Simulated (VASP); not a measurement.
# LiTlSe2 (P-4m2) in VASP: a series of runs

Aim: see how the results for LiTlSe2 move with the level of theory and the settings. Levels: PBE, PBE-based screened hybrid with 50 % exact exchange. Tasks: single point.

Program: VASP 6.6.1. These are calculated values, not measurements. Logs are shortened: lines on timing, memory, paths and dates and some standing lists are left out, and cuts for length are marked.

## 1. The cell of the first run

Symmetry: P-4m2, No. 115, tetragonal system. Conventional cell: a = 4.264 Å, b = 4.264 Å, c = 5.980 Å, α = 90.00°, β = 90.00°, γ = 90.00°. Li (site symmetry -4m2) has 4 Se at 2.53 Å within 3.3 Å. Within 3.3 Å of Se (site symmetry 2mm) lie 2 Li at 2.53 Å and 2 Tl at 2.68 Å. Tl (site symmetry -4m2) has 4 Se at 2.68 Å within 3.5 Å.

## 2. Single point, PBE

File INCAR:

```
SYSTEM = LiTlSe2
ALGO = Normal
EDIFF = 1E-6
ENCUT = 750
GGA = PE
GGA_COMPAT = .False.
ISIF = 2
ISMEAR = 1
LASPH = .True.
LCHARG = .False.
LREAL = .False.
LWAVE = .False.
NBANDS = 22
NELM = 120
PREC = Accurate
SIGMA = 0.001
```

File KPOINTS:

```
k-points
0
Gamma
  4 4 4
  0 0 0
```

File POSCAR:

```
LiTlSe2
1.0
    4.2639248130      0.0000000000      0.0000000000
    0.0000000000      4.2639248130      0.0000000000
    0.0000000000      0.0000000000      5.9802485926
Li Se Tl
1 2 1
Direct
    0.0000000000      0.0000000000      0.0000000000
    0.0000000000      0.5000000000      0.2292133967
    0.5000000000      0.0000000000      0.7707866033
    0.5000000000      0.5000000000      0.5000000000
```

Potentials or basis: VASP PAW PBE potentials, release 64 (Li_sv, Se, Tl_d).

Command:

```sh
$ cat potpaw_PBE.64/Li_sv/POTCAR potpaw_PBE.64/Se/POTCAR potpaw_PBE.64/Tl_d/POTCAR > POTCAR
$ mpirun -np 1 vasp_std > vasp.out
```

OUTCAR:

```text
SYSTEM = LiTlSe2
   EDIFF = 1E-6
   ENCUT = 750
   GGA = PE
   ISIF = 2
   ISMEAR = 1
   LASPH = .True.
   LREAL = .False.
   NELM = 120
   PREC = Accurate

 ion  position               nearest neighbor table
   1  0.000  0.000  0.000-   2 2.53   3 2.53   2 2.53   3 2.53
   2  0.000  0.500  0.229-   1 2.53   1 2.53   4 2.68   4 2.68
   3  0.500  0.000  0.771-   1 2.53   1 2.53   4 2.68   4 2.68
   4  0.500  0.500  0.500-   2 2.68   3 2.68   3 2.68   2 2.68

  LATTYP: Found a simple tetragonal cell.
 ALAT       =     4.2639248130
 C/A-ratio  =     1.4025220554

  Lattice vectors:

 A1 = (   4.2639248130,   0.0000000000,   0.0000000000)
 A2 = (   0.0000000000,   4.2639248130,   0.0000000000)
 A3 = (   0.0000000000,   0.0000000000,   5.9802485926)

Analysis of symmetry for initial positions (statically):
=====================================================================
 Subroutine PRICEL returns:
 Original cell was already a primitive cell.

 Routine SETGRP: Setting up the symmetry group for a
 simple tetragonal supercell.

 Subroutine GETGRP returns: Found  8 space group operations
 (whereof  8 operations were pure point group operations)
 out of a pool of 16 trial point group operations.

The static configuration has the point symmetry D_2d.

Analysis of symmetry for dynamics (positions and initial velocities):
=====================================================================
 Subroutine PRICEL returns:
 Original cell was already a primitive cell.

 Routine SETGRP: Setting up the symmetry group for a
 simple tetragonal supercell.

 Subroutine GETGRP returns: Found  8 space group operations
 (whereof  8 operations were pure point group operations)
 out of a pool of 16 trial point group operations.

The dynamic configuration has the point symmetry D_2d.

 Subroutine INISYM returns: Found  8 space group operations
 (whereof  8 operations are pure point group operations),
 and found     1 'primitive' translations

----------------------------------------------------------------------------------------

                                     Primitive cell

  volume of cell :     108.7272

  direct lattice vectors                    reciprocal lattice vectors
     4.263924813  0.000000000  0.000000000     0.234525711  0.000000000  0.000000000
     0.000000000  4.263924813  0.000000000     0.000000000  0.234525711  0.000000000
     0.000000000  0.000000000  5.980248593     0.000000000  0.000000000  0.167217129

  length of vectors
     4.263924813  4.263924813  5.980248593     0.234525711  0.234525711  0.167217129

  position of ions in fractional coordinates (direct lattice)
     0.000000000  0.000000000  0.000000000
     0.000000000  0.500000000  0.229213397
     0.500000000  0.000000000  0.770786603
     0.500000000  0.500000000  0.500000000

  ion indices of the primitive-cell ions
   primitive index   ion index
                 1           1
                 2           2
                 3           3
                 4           4

----------------------------------------------------------------------------------------

 KPOINTS: k-points

Automatic generation of k-mesh.
 Grid dimensions read from file:
 generate k-points for:    4    4    4

 Generating k-lattice:

  Cartesian coordinates                     Fractional coordinates (reciprocal lattice)
     0.058631428  0.000000000  0.000000000     0.250000000  0.000000000  0.000000000
     0.000000000  0.058631428  0.000000000     0.000000000  0.250000000  0.000000000
     0.000000000  0.000000000  0.041804282     0.000000000  0.000000000  0.250000000

  Length of vectors
     0.058631428  0.058631428  0.041804282

  Shift w.r.t. Gamma in fractional coordinates (k-lattice)
     0.000000000  0.000000000  0.000000000

 Subroutine IBZKPT returns following result:
 ===========================================

 Found     18 irreducible k-points:

 Following reciprocal coordinates:
            Coordinates               Weight
  0.000000  0.000000  0.000000      1.000000
  0.250000  0.000000  0.000000      4.000000
  0.500000  0.000000  0.000000      2.000000
  0.250000  0.250000  0.000000      4.000000
  0.500000  0.250000  0.000000      4.000000
  0.500000  0.500000  0.000000      1.000000
[... 10 lines left out ...]
  0.500000  0.250000  0.500000      4.000000
  0.500000  0.500000  0.500000      1.000000
   k-points           NKPTS =     18   k-points in BZ     NKDIM =     18   number of bands    NBANDS=     22
   number of dos      NEDOS =    301   number of ions     NIONS =      4
   total plane-waves  NPLWV =  86400
   dimension x,y,z NGX =    40 NGY =   40 NGZ =   54
   dimension x,y,z NGXF=    80 NGYF=   80 NGZF=  108
   ions per type =               1   2   1
   NGX,Y,Z   is equivalent  to a cutoff of  15.60, 15.60, 15.01 a.u.
   NGXF,Y,Z  is equivalent  to a cutoff of  31.19, 31.19, 30.02 a.u.
 SYSTEM =  LiTlSe2
   PREC   = accura    normal or accurate (medium, high low for compatibility)
   ISTART =      0    job   : 0-new  1-cont  2-samecut
   ICHARG =      2    charge: 1-file 2-atom 10-const
   ISPIN  =      1    spin polarized calculation?
   LNONCOLLINEAR =      F non collinear calculations
   LSORBIT =      F    spin-orbit coupling
   LASPH  =      T    aspherical Exc in radial PAW
   ENCUT  =  750.0 eV  55.12 Ry    7.42 a.u.   9.52  9.52 13.35*2*pi/ulx,y,z
   NELM   =    120;   NELMIN=  2; NELMDL= -5     # of ELM steps
   EDIFF  = 0.1E-05   stopping-criterion for ELM
   LREAL  =      F    real-space projection
   EDIFFG = 0.1E-04   stopping-criterion for IOM
   NSW    =      0    number of steps for IOM
   IBRION =     -1    ionic relax: 0-MD 1-quasi-New 2-CG
   NFREE  =      0    steps in history (QN), initial steepest desc. (CG)
   ISIF   =      2    stress and relaxation
   ISYM   =      2    0-nonsym 1-usesym 2-fastsym
   POTIM  = 0.5000    time-step for ionic-motion
   TEBEG  =    0.0;   TEEND  =   0.0 temperature during run
   PSTRESS=    0.0 pullay stress
   NELECT =      28.0000    total number of electrons
   NUPDOWN=      -1.0000    fix difference up-down
   EMIN   =  10.00;   EMAX   =-10.00  energy-range for DOS
   EFERMI =   0.00;   METHOD = LEGACY
   ISMEAR =     1;   SIGMA  =   0.00  broadening in eV -4-tet -1-fermi 0-gaus
   EFERMI_NEDOS =   21; number of points for ismear=-14 and -15
   IALGO  =     38    algorithm
   IMIX   =      4    mixing-type and parameters
     AMIX     =   0.40;   BMIX     =  1.00
     AMIX_MAG =   1.60;   BMIX_MAG =  1.00
  volume/ion in A,a.u.               =      27.18       183.43
  Fermi-wavevector in a.u.,A,eV,Ry     =   1.041553  1.968250 14.760046  1.084833
  Thomas-Fermi vector in A             =   2.176179
   LORBIT       =      0    0 simple, 1 ext, 2 COOP (PROOUT), +10 PAW based schemes
   GGA     = PE    functional components
   LHFCALC =     F    Hartree Fock is set to
   AEXX    =    0.0000 exact exchange contribution
   IVDW    =     0    specifies the selected vdW correction
   LEPSILON=     F    determine dielectric tensor
   LRPA    =     F    only Hartree local field effects (RPA)
 non-spin polarized calculation
 Methfessel and Paxton  Order N= 1 SIGMA  =   0.00
  energy-cutoff  :      750.00
  volume of cell :      108.73
 maximum number of plane-waves:      5111
 NGX is ok and might be reduce to    40
   NGX = 19   NGY = 19   NGZ = 27

 number of electron      27.9999998 magnetization

 Free energy of the ion-electron system (eV)
  ---------------------------------------------------
  ext. energy  EPLUGINS =         0.00000000
  ---------------------------------------------------
  free energy    TOTEN  =       -13.57147357 eV

  energy without entropy =      -13.57147357  energy(sigma->0) =      -13.57147357

 E-fermi :   1.8108     XC(G=0):  -8.3659

 val. band max:        1.7455188861   @ k =   0.0000   0.0000   0.0000
 cond. band min:       2.1715280077   @ k =   0.0000   0.0000   0.0000
 fundamental gap:      0.4260091216
 Fermi energy:         1.8108444030

 k-point     1 :       0.0000    0.0000    0.0000
  band No.  band energies     occupation
      1     -42.7758      2.00000
      2     -10.6448      2.00000
      3     -10.3527      2.00000
      4      -9.0656      2.00000
      5      -9.0656      2.00000
      6      -8.9540      2.00000
[... 14 lines left out ...]
     21      10.8574      0.00000
     22      12.3432      0.00000

 k-point     2 :       0.2500    0.0000    0.0000
  band No.  band energies     occupation
      1     -42.7757      2.00000
      2     -10.5549      2.00000
      3     -10.3663      2.00000
      4      -9.0619      2.00000
      5      -8.9873      2.00000
      6      -8.8791      2.00000
[... 14 lines left out ...]
     21      10.5921      0.00000
     22      10.8084      0.00000

 k-point     3 :       0.5000    0.0000    0.0000
  band No.  band energies     occupation
      1     -42.7756      2.00000
      2     -10.4487      2.00000
      3     -10.4063      2.00000
      4      -9.0581      2.00000
      5      -8.9592      2.00000
      6      -8.8820      2.00000
[... 14 lines left out ...]
     21       9.7615      0.00000
     22      10.2457      0.00000

 k-point     4 :       0.2500    0.2500    0.0000
  band No.  band energies     occupation
      1     -42.7756      2.00000
      2     -10.4890      2.00000
      3     -10.3693      2.00000
      4      -9.0352      2.00000
      5      -8.9443      2.00000
      6      -8.8861      2.00000
[... 14 lines left out ...]
     21       9.7502      0.00000
     22       9.9604      0.00000

 k-point     5 :       0.5000    0.2500    0.0000
  band No.  band energies     occupation
      1     -42.7756      2.00000
      2     -10.4169      2.00000
      3     -10.3897      2.00000
      4      -9.0050      2.00000
      5      -8.9247      2.00000
      6      -8.9066      2.00000
[... 267 lines left out ...]
 k-point    16 :       0.2500    0.2500    0.5000
  band No.  band energies     occupation
      1     -42.7756      2.00000
      2     -10.4584      2.00000
      3     -10.3858      2.00000
      4      -9.0365      2.00000
      5      -8.9302      2.00000
      6      -8.8856      2.00000
[... 14 lines left out ...]
     21       9.3322      0.00000
     22      10.2350      0.00000

 k-point    17 :       0.5000    0.2500    0.5000
  band No.  band energies     occupation
      1     -42.7756      2.00000
      2     -10.4273      2.00000
      3     -10.3880      2.00000
      4      -9.0058      2.00000
      5      -8.9152      2.00000
      6      -8.9061      2.00000
[... 14 lines left out ...]
     21      10.0650      0.00000
     22      10.8960      0.00000

 k-point    18 :       0.5000    0.5000    0.5000
  band No.  band energies     occupation
      1     -42.7755      2.00000
      2     -10.3948      2.00000
      3     -10.3948      2.00000
      4      -8.9362      2.00000
      5      -8.9297      2.00000
      6      -8.8993      2.00000
[... 14 lines left out ...]
     21       9.5667      0.00000
     22      10.8488      0.00000

------------------------ aborting loop because EDIFF is reached ----------------------------------------

  FORCE on cell =-STRESS in cart. coord.  units (eV):
  Direction    XX          YY          ZZ          XY          YZ          ZX
  --------------------------------------------------------------------------------------
  -------------------------------------------------------------------------------------
  Total        0.9743533      0.9743533      0.9196566      0.0000000      0.0000000      0.0000000
  in kB       14.3578276     14.3578276     13.5518311      0.0000000      0.0000000      0.0000000
  external PRESSURE =      14.0891621 kB  Pullay stress =       0.0000000 kB

 VOLUME and BASIS-vectors are now :
 -----------------------------------------------------------------------------
  energy-cutoff  :      750.00
  volume of cell :      108.73
      direct lattice vectors                 reciprocal lattice vectors
     4.263924813  0.000000000  0.000000000     0.234525711  0.000000000  0.000000000
     0.000000000  4.263924813  0.000000000     0.000000000  0.234525711  0.000000000
     0.000000000  0.000000000  5.980248593     0.000000000  0.000000000  0.167217129

 POSITION                                       TOTAL-FORCE (eV/Angst)
 -----------------------------------------------------------------------------------
      0.00000      0.00000      0.00000        -0.000000     -0.000000     -0.000000
      0.00000      2.13196      1.37075        -0.000000     -0.000000     -0.208899
      2.13196      0.00000      4.60950         0.000000     -0.000000      0.208899
      2.13196      2.13196      2.99012        -0.000000      0.000000     -0.000000
 -----------------------------------------------------------------------------------
    total drift:                               -0.000000      0.000000     -0.000000

  FREE ENERGIE OF THE ION-ELECTRON SYSTEM (eV)
  ---------------------------------------------------
  free  energy   TOTEN  =       -13.5714735716 eV

  energy  without entropy=      -13.5714735716  energy(sigma->0) =      -13.57147357
```

It took 90 s on 1 thread of AMD EPYC 7R43 (Zen 3), shared host; peak memory 0.28 GiB.

What came out:

- Free energy: -13.5715 eV
- Pressure: 1.4 GPa
- Largest force: 0.209 eV/Å
- Band gap on the k mesh: 0.43 eV

Forces on the atoms (eV/Å):
```
Li   0.000  0.000  0.000
Se   0.000  0.000 -0.209
Se   0.000  0.000  0.209
Tl   0.000  0.000  0.000
```

Caveat: spin-orbit coupling is left out, which moves the levels of the heavy elements. A k mesh can miss the band edges.

[end of part 1 of 2]
